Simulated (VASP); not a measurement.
## Si2W: electric field gradients with PBEsol

Si2W:

```xyz
3
Lattice="-1.6060 1.6060 3.9794 1.6060 -1.6060 3.9794 1.6060 1.6060 -3.9794" Properties=species:S:1:pos:R:3 pbc="T T T"
Si    0.0000    0.0000    2.6503
Si    0.0000    0.0000    5.3085
W     0.0000    0.0000    0.0000
```

This cell differs from its parent crystal: zz strain of +1 %.

```
Program                : VASP 6.6.1
Task                   : electric field gradients
Functional             : PBEsol
Potentials or basis    : VASP PAW PBE potentials, release 64 (Si, W_sv)
Cutoff                 : 520 eV
k mesh                 : 18 × 18 × 18
Occupations            : fermi-dirac, width 0.03 eV
Spin                   : no spin polarisation
Dipole correction      : no
Further INCAR settings : ALGO = Normal; EDIFF = 1e-08; NBANDS = 18
```

The pressure is -5.5 GPa and the largest force is 0.293 eV/Å. The band gap on the k mesh is zero (band 11 reaches 12.48 eV, above the bottom of band 12 at 11.11 eV).

Forces in eV/Å, atoms in the order of the input:
```
Si   0.000  0.000  0.293
Si   0.000  0.000 -0.293
W    0.000  0.000  0.000
```

Stress tensor (GPa, compression positive):
```
 -3.24   0.00   0.00
  0.00  -3.24   0.00
  0.00   0.00 -10.06
```

Levels at points of the mesh, in eV from the Fermi level:
| k point | band 7 | band 8 | band 9 | band 10 | band 11 | band 12 | band 13 | band 14 | band 15 | band 16 |
| --- | --- | --- | --- | --- | --- | --- | --- | --- | --- | --- |
| (0.00, 0.00, 0.00) | -3.97 | -3.29 | -2.77 | -2.77 | 0.72 | 2.69 | 2.89 | 3.24 | 3.24 | 4.38 |
| (0.50, 0.00, 0.00) | -5.72 | -4.82 | -2.80 | -2.62 | -0.40 | 2.71 | 2.78 | 3.80 | 4.14 | 5.14 |
| (0.50, 0.50, 0.00) | -5.97 | -5.54 | -4.99 | -3.31 | -1.67 | 2.51 | 2.97 | 3.07 | 3.59 | 4.28 |
| (0.50, 0.50, 0.50) | -3.77 | -2.61 | -0.78 | -0.78 | -0.52 | -0.52 | 0.87 | 4.11 | 4.64 | 5.92 |

Electric field gradients, principal values (V/Å²):
| atom | least | middle | greatest (by size) |
| --- | --- | --- | --- |
| 1 Si | 3.607 | 3.607 | -7.214 |
| 2 Si | 3.607 | 3.607 | -7.214 |
| 3 W | 50.397 | 50.398 | -100.796 |

It took 6.2 min on 1 thread of Intel Xeon 6975P-C, on a shared host, peak memory 0.47 GiB.

Caveat: the cell differs from its parent crystal (zz strain of +1 %); without QUAD_EFG the Cq values of the log hold for a quadrupole moment of 1 mb, not for the nuclei; the PAW data sets were made with another functional, which shifts forces and pressure a little; spin-orbit coupling is left out, which moves the levels of the heavy elements.
